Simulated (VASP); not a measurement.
Runs of VASP 6.6.1 on HfC. The structure is that of space group Fm-3m (No. 225), or close to it. The cells are those of the table. 

```tsv
task	cell	k mesh	cutoff (eV)	smearing	gap on the mesh (eV)	pressure (GPa)	relaxed volume (Å³/atom)
single point	a = 3.233 Å, angles 60.0°, 2 atoms	12 × 12 × 12	520	gaussian 0.15 eV	none	0.7	-
single point	a = 3.233 Å, angles 60.0°, 2 atoms	16 × 16 × 16	520	gaussian 0.1 eV	none	0.6	-
relaxation of cell and atoms	relaxed from a = 3.288 Å, angles 60.0°, 2 atoms	8 × 8 × 8	600	gaussian 0.1 eV	none	-0.4	(a)
single point	a = 3.233 Å, angles 60.0°, 2 atoms	16 × 16 × 16	600	gaussian 0.1 eV	none	0.5	-
single point	a = 3.288 Å, angles 60.0°, 2 atoms	6 × 6 × 6	600	gaussian 0.1 eV	none	-11.7	-
single point	a = 3.234 Å, angles 60.0°, 2 atoms	8 × 8 × 8	600	gaussian 0.1 eV	none	(b)	-
relaxation of cell and atoms	relaxed from a = 3.234 Å, angles 60.0°, 2 atoms	16 × 16 × 16	600	gaussian 0.1 eV	none	0.0	11.98
```

Alike in all rows: level LDA; potentials or basis VASP PAW LDA potentials, release 64 (Hf_pv, C); no spin polarisation.

Problem. Estimate the missing entries.

Solution. (a) 11.99; (b) 0.4.

Caveats: some runs use coarse meshes; spin-orbit coupling is left out, which moves the levels of the heavy elements.

A k mesh can miss the band edges, and the runs leave out spin-orbit coupling on Hf.

A gap of «none» marks levels without a gap at the run's occupations.
